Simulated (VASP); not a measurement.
# CoPdO2 (R-3m) in VASP: single point with PBE

Aim: the single point of CoPdO2 with PBE.

All numbers are computed with VASP 6.6.1; they aren't measurements. Logs are shortened: lines on timing, memory, paths and dates and some standing lists are left out, and cuts for length are marked.

**1. The cell of the first run**

Symmetry: R-3m, No. 166, trigonal system. Conventional cell: a = 2.862 Å, b = 2.862 Å, c = 17.835 Å, α = 90.00°, β = 90.00°, γ = 120.00°. Within 2.5 Å of Co (site symmetry -3m) lie 6 O at 1.91 Å. Pd (site symmetry -3m) has 2 O at 2.01 Å within 2.7 Å. O (site symmetry 3m) has 3 Co at 1.91 Å and 1 Pd at 2.01 Å and 3 O at 2.53 Å within 2.6 Å.

**2. Single point, PBE**

File INCAR:

```
SYSTEM = CoPdO2
PREC = Accurate ; ENCUT = 520
EDIFF = 1E-7 ; ISMEAR = 0
SIGMA = 0.1 ; LREAL = .False.
LASPH = .True. ; NELM = 80
ALGO = Normal ; ISIF = 2
LWAVE = .False. ; LCHARG = .False.
GGA = PE ; NBANDS = 24
```

File KPOINTS:

```
regular mesh
0
Gamma
  18 18 18
  0 0 0
```

File POSCAR:

```
CoPdO2
1.0
    1.4311111854      0.8262524280      5.9451104977
   -1.4311111854      0.8262524280      5.9451104977
    0.0000000000     -1.6525048565      5.9451104976
Co Pd O
1 1 2
Direct
    0.5000000000      0.5000000000      0.5000000000
    0.0000000000      0.0000000000      0.0000000000
    0.8871589805      0.8871589805      0.8871589805
    0.1128410195      0.1128410195      0.1128410195
```

Potentials or basis: VASP PAW PBE potentials, release 64 (Co, Pd, O).

On the command line:

```console
> cat potpaw_PBE.64/Co/POTCAR potpaw_PBE.64/Pd/POTCAR potpaw_PBE.64/O/POTCAR > POTCAR
> mpirun -np 1 vasp_std > vasp.out
```

OUTCAR:

```text
SYSTEM = CoPdO2
   PREC = Accurate
   ENCUT = 520
   EDIFF = 1E-7
   ISMEAR = 0
   LREAL = .False.
   LASPH = .True.
   NELM = 80
   ISIF = 2
   GGA = PE

 ion  position               nearest neighbor table
   1  0.500  0.500  0.500-   4 1.91   4 1.91   3 1.91   3 1.91   4 1.91   3 1.91
   2  0.000  0.000  0.000-   3 2.01   4 2.01
   3  0.887  0.887  0.887-   1 1.91   1 1.91   1 1.91   2 2.01
   4  0.113  0.113  0.113-   1 1.91   1 1.91   1 1.91   2 2.01

  LATTYP: Found a trigonal (rhomboedric) cell.
 ALAT       =     6.1705033125
 COS(alpha) =     0.8924190021

  Lattice vectors:

 A1 = (   1.4311111854,   0.8262524280,   5.9451104977)
 A2 = (  -1.4311111854,   0.8262524280,   5.9451104977)
 A3 = (   0.0000000000,  -1.6525048565,   5.9451104976)

Analysis of symmetry for initial positions (statically):
=====================================================================
 Subroutine PRICEL returns:
 Original cell was already a primitive cell.

 Routine SETGRP: Setting up the symmetry group for a
 trigonal (rhombohedral) supercell.

 Subroutine GETGRP returns: Found 12 space group operations
 (whereof 12 operations were pure point group operations)
 out of a pool of 12 trial point group operations.

The static configuration has the point symmetry D_3d.

Analysis of symmetry for dynamics (positions and initial velocities):
=====================================================================
 Subroutine PRICEL returns:
 Original cell was already a primitive cell.

 Routine SETGRP: Setting up the symmetry group for a
 trigonal (rhombohedral) supercell.

 Subroutine GETGRP returns: Found 12 space group operations
 (whereof 12 operations were pure point group operations)
 out of a pool of 12 trial point group operations.

The dynamic configuration has the point symmetry D_3d.

 Subroutine INISYM returns: Found 12 space group operations
 (whereof 12 operations are pure point group operations),
 and found     1 'primitive' translations

----------------------------------------------------------------------------------------

                                     Primitive cell

  volume of cell :      42.1791

  direct lattice vectors                    reciprocal lattice vectors
     1.431111185  0.826252428  5.945110498     0.349378864  0.201713981  0.056068484
    -1.431111185  0.826252428  5.945110498    -0.349378864  0.201713981  0.056068484
     0.000000000 -1.652504857  5.945110498     0.000000000 -0.403427962  0.056068484

  length of vectors
     6.170503313  6.170503313  6.170503312     0.407305531  0.407305531  0.407305531

  position of ions in fractional coordinates (direct lattice)
     0.500000000  0.500000000  0.500000000
     0.000000000  0.000000000  0.000000000
     0.887158980  0.887158980  0.887158980
     0.112841020  0.112841020  0.112841020

  ion indices of the primitive-cell ions
   primitive index   ion index
                 1           1
                 2           2
                 3           3
                 4           4

----------------------------------------------------------------------------------------

 KPOINTS: regular mesh

Automatic generation of k-mesh.
 Grid dimensions read from file:
 generate k-points for:   18   18   18

 Generating k-lattice:

  Cartesian coordinates                     Fractional coordinates (reciprocal lattice)
     0.019409937  0.011206332  0.003114916     0.055555556 -0.000000000  0.000000000
    -0.019409937  0.011206332  0.003114916    -0.000000000  0.055555556  0.000000000
     0.000000000 -0.022412665  0.003114916     0.000000000  0.000000000  0.055555556

  Length of vectors
     0.022628085  0.022628085  0.022628085

  Shift w.r.t. Gamma in fractional coordinates (k-lattice)
     0.000000000  0.000000000  0.000000000

 Subroutine IBZKPT returns following result:
 ===========================================

 Found    580 irreducible k-points:

 Following reciprocal coordinates:
            Coordinates               Weight
  0.000000  0.000000  0.000000      1.000000
  0.055556  0.000000  0.000000      6.000000
  0.111111  0.000000  0.000000      6.000000
  0.166667  0.000000  0.000000      6.000000
  0.222222  0.000000  0.000000      6.000000
  0.277778  0.000000  0.000000      6.000000
[... 16 lines left out ...]
 -0.277778  0.055556 -0.000000     12.000000
 -0.222222  0.055556 -0.000000     12.000000
 [... further k-points ...]
   k-points           NKPTS =    580   k-points in BZ     NKDIM =    580   number of bands    NBANDS=     24
   number of dos      NEDOS =    301   number of ions     NIONS =      4
   total plane-waves  NPLWV = 110592
   dimension x,y,z NGX =    48 NGY =   48 NGZ =   48
   dimension x,y,z NGXF=    96 NGYF=   96 NGZF=   96
   ions per type =               1   1   2
   NGX,Y,Z   is equivalent  to a cutoff of  12.93, 12.93, 12.93 a.u.
   NGXF,Y,Z  is equivalent  to a cutoff of  25.86, 25.86, 25.86 a.u.
 SYSTEM =  CoPdO2
   PREC   = accura    normal or accurate (medium, high low for compatibility)
   ISTART =      0    job   : 0-new  1-cont  2-samecut
   ICHARG =      2    charge: 1-file 2-atom 10-const
   ISPIN  =      1    spin polarized calculation?
   LNONCOLLINEAR =      F non collinear calculations
   LSORBIT =      F    spin-orbit coupling
   LASPH  =      T    aspherical Exc in radial PAW
   ENCUT  =  520.0 eV  38.22 Ry    6.18 a.u.  11.47 11.47 11.47*2*pi/ulx,y,z
   NELM   =     80;   NELMIN=  2; NELMDL= -5     # of ELM steps
   EDIFF  = 0.1E-06   stopping-criterion for ELM
   LREAL  =      F    real-space projection
   EDIFFG = 0.1E-05   stopping-criterion for IOM
   NSW    =      0    number of steps for IOM
   IBRION =     -1    ionic relax: 0-MD 1-quasi-New 2-CG
   NFREE  =      0    steps in history (QN), initial steepest desc. (CG)
   ISIF   =      2    stress and relaxation
   ISYM   =      2    0-nonsym 1-usesym 2-fastsym
   POTIM  = 0.5000    time-step for ionic-motion
   TEBEG  =    0.0;   TEEND  =   0.0 temperature during run
   PSTRESS=    0.0 pullay stress
   NELECT =      31.0000    total number of electrons
   NUPDOWN=      -1.0000    fix difference up-down
   EMIN   =  10.00;   EMAX   =-10.00  energy-range for DOS
   EFERMI =   0.00;   METHOD = LEGACY
   ISMEAR =     0;   SIGMA  =   0.10  broadening in eV -4-tet -1-fermi 0-gaus
   EFERMI_NEDOS =   21; number of points for ismear=-14 and -15
   IALGO  =     38    algorithm
   IMIX   =      4    mixing-type and parameters
     AMIX     =   0.40;   BMIX     =  1.00
     AMIX_MAG =   1.60;   BMIX_MAG =  1.00
  volume/ion in A,a.u.               =      10.54        71.16
  Fermi-wavevector in a.u.,A,eV,Ry     =   1.477394  2.791870 29.697336  2.182693
  Thomas-Fermi vector in A             =   2.591803
   LORBIT       =      0    0 simple, 1 ext, 2 COOP (PROOUT), +10 PAW based schemes
   GGA     = PE    functional components
   LHFCALC =     F    Hartree Fock is set to
   AEXX    =    0.0000 exact exchange contribution
   IVDW    =     0    specifies the selected vdW correction
   LEPSILON=     F    determine dielectric tensor
   LRPA    =     F    only Hartree local field effects (RPA)
 non-spin polarized calculation
 Gauss-broadening in eV      SIGMA  =   0.10
  energy-cutoff  :      520.00
  volume of cell :       42.18
 maximum number of plane-waves:      1168
 NGX is ok and might be reduce to    48
   NGX = 23   NGY = 23   NGZ = 23

 number of electron      31.0000001 magnetization

 Free energy of the ion-electron system (eV)
  ---------------------------------------------------
  ext. energy  EPLUGINS =         0.00000000
  ---------------------------------------------------
  free energy    TOTEN  =       -25.60314449 eV

  energy without entropy =      -25.59871075  energy(sigma->0) =      -25.60092762

 E-fermi :   7.4789     XC(G=0): -12.3253

 val. band max:        7.4768164744   @ k =   0.5000   0.1111   0.1111
 cond. band min:       7.4817832967   @ k =  -0.3333  -0.3333   0.2778
 fundamental gap:      0.0049668223
 Fermi energy:         7.4788838775

 k-point     1 :       0.0000    0.0000    0.0000
  band No.  band energies     occupation
      1     -13.3085      2.00000
      2     -11.4499      2.00000
      3      -0.8539      2.00000
      4       1.5133      2.00000
      5       1.5133      2.00000
      6       2.5961      2.00000
[... 16 lines left out ...]
     23      24.7751      0.00000
     24      25.1930      0.00000

 k-point     2 :       0.0556    0.0000    0.0000
  band No.  band energies     occupation
      1     -13.2737      2.00000
      2     -11.4480      2.00000
      3      -0.8147      2.00000
      4       1.4237      2.00000
      5       1.5320      2.00000
      6       2.6579      2.00000
[... 16 lines left out ...]
     23      24.6561      0.00000
     24      24.7983      0.00000

 k-point     3 :       0.1111    0.0000    0.0000
  band No.  band energies     occupation
      1     -13.1725      2.00000
      2     -11.4432      2.00000
      3      -0.7011      2.00000
      4       1.2087      2.00000
      5       1.5860      2.00000
      6       2.8070      2.00000
[... 16 lines left out ...]
     23      23.8800      0.00000
     24      24.2115      0.00000

 k-point     4 :       0.1667    0.0000    0.0000
  band No.  band energies     occupation
      1     -13.0121      2.00000
      2     -11.4374      2.00000
      3      -0.5259      2.00000
      4       0.9578      2.00000
      5       1.6695      2.00000
      6       2.8338      2.00000
[... 16 lines left out ...]
     23      22.8814      0.00000
     24      23.2774      0.00000

 k-point     5 :       0.2222    0.0000    0.0000
  band No.  band energies     occupation
      1     -12.8048      2.00000
      2     -11.4344      2.00000
      3      -0.3111      2.00000
      4       0.7269      2.00000
      5       1.7732      2.00000
      6       2.4365      2.00000
[... 16 lines left out ...]
     23      21.8953      0.00000
     24      22.2498      0.00000

 k-point     6 :       0.2778    0.0000    0.0000
  band No.  band energies     occupation
      1     -12.5679      2.00000
      2     -11.4387      2.00000
      3      -0.0916      2.00000
      4       0.5321      2.00000
      5       1.8853      2.00000
      6       1.9325      2.00000
[... 16 lines left out ...]
     23      21.4219      0.00000
     24      22.3677      0.00000
[... 379 lines left out ...]
 k-point    21 :      -0.3889    0.0556   -0.0000
  band No.  band energies     occupation
      1     -11.9915      2.00000
      2     -11.5052      2.00000
      3      -0.0099      2.00000
      4       0.2848      2.00000
      5       1.5476      2.00000
      6       2.0959      2.00000
[... 16 lines left out ...]
     23      20.6974      0.00000
     24      22.2938      0.00000

 k-point    22 :      -0.3333    0.0556    0.0000
  band No.  band energies     occupation
      1     -12.1998      2.00000
      2     -11.4593      2.00000
      3       0.0878      2.00000
      4       0.3056      2.00000
      5       1.5061      2.00000
      6       2.0222      2.00000
[... 16 lines left out ...]
     23      20.7978      0.00000
     24      22.7117      0.00000

 k-point    23 :      -0.2778    0.0556   -0.0000
  band No.  band energies     occupation
      1     -12.4355      2.00000
      2     -11.4349      2.00000
      3      -0.0149      2.00000
      4       0.4542      2.00000
      5       1.6847      2.00000
      6       1.9641      2.00000
[... 16 lines left out ...]
     23      21.1134      0.00000
     24      22.7507      0.00000

 k-point    24 :      -0.2222    0.0556   -0.0000
  band No.  band energies     occupation
      1     -12.6748      2.00000
      2     -11.4264      2.00000
      3      -0.2095      2.00000
      4       0.6256      2.00000
      5       1.7806      2.00000
      6       2.2032      2.00000
[... 16 lines left out ...]
     23      21.6554      0.00000
     24      22.1020      0.00000

 [... further k-points ...]

------------------------ aborting loop because EDIFF is reached ----------------------------------------

  FORCE on cell =-STRESS in cart. coord.  units (eV):
  Direction    XX          YY          ZZ          XY          YZ          ZX
  --------------------------------------------------------------------------------------
  -------------------------------------------------------------------------------------
  Total       -0.0023585     -0.0023585     -0.0317485      0.0000000      0.0000000      0.0000000
  in kB       -0.0895876     -0.0895876     -1.2059710      0.0000000      0.0000000      0.0000000
  external PRESSURE =      -0.4617154 kB  Pullay stress =       0.0000000 kB

 VOLUME and BASIS-vectors are now :
 -----------------------------------------------------------------------------
  energy-cutoff  :      520.00
  volume of cell :       42.18
      direct lattice vectors                 reciprocal lattice vectors
     1.431111185  0.826252428  5.945110498     0.349378864  0.201713981  0.056068484
    -1.431111185  0.826252428  5.945110498    -0.349378864  0.201713981  0.056068484
     0.000000000 -1.652504857  5.945110498     0.000000000 -0.403427962  0.056068484

 POSITION                                       TOTAL-FORCE (eV/Angst)
 -----------------------------------------------------------------------------------
      0.00000     -0.00000      8.91767         0.000000     -0.000000     -0.000000
      0.00000      0.00000      0.00000         0.000000     -0.000000     -0.000000
      0.00000     -0.00000     15.82277         0.000000     -0.000000      0.051519
      0.00000     -0.00000      2.01256         0.000000      0.000000     -0.051519
 -----------------------------------------------------------------------------------
    total drift:                               -0.000000     -0.000000      0.000000

  FREE ENERGIE OF THE ION-ELECTRON SYSTEM (eV)
  ---------------------------------------------------
  free  energy   TOTEN  =       -25.6031444936 eV

  energy  without entropy=      -25.5987107489  energy(sigma->0) =      -25.60092762
```

Run time: 37 min. Hardware: 1 thread of Intel Xeon Platinum 8259CL at 2.50GHz (Skylake/Cascade Lake), shared host; peak memory 0.8 GiB.

What came out:

| Quantity | Value |
| --- | --- |
| Free energy | -25.6031 eV |
| Pressure | 0.0 GPa |
| Largest force | 0.052 eV/Å |
| Band gap on the k mesh | zero (an odd number of electrons rules out a gap without spin polarisation) |

Forces in eV/Å, atoms in the order of the input:
```
Co   0.000  0.000  0.000
Pd   0.000  0.000  0.000
O    0.000  0.000  0.052
O    0.000  0.000 -0.052
```

Levels at points of the mesh, in eV from the Fermi level:
```tsv
k point	band 14	band 15	band 16	band 17	band 18	band 19
(0.00, 0.00, 0.00)	-1.40	-1.40	-0.93	2.08	2.08	2.88
(0.50, 0.00, 0.00)	-0.74	-0.31	0.79	1.29	1.67	3.54
(0.50, 0.50, 0.00)	-0.81	-0.31	0.15	1.97	2.03	3.57
(0.50, 0.50, 0.50)	-0.74	-0.74	-0.48	1.79	1.79	4.07
```

Caveat: an odd number of electrons without spin polarisation forces a metal; a magnetic or distorted state may lie lower; the run has no spin polarisation, though such a crystal can be magnetic; semilocal functionals often make such compounds metallic where correlation or magnetic order opens a gap, which also shifts bond lengths.
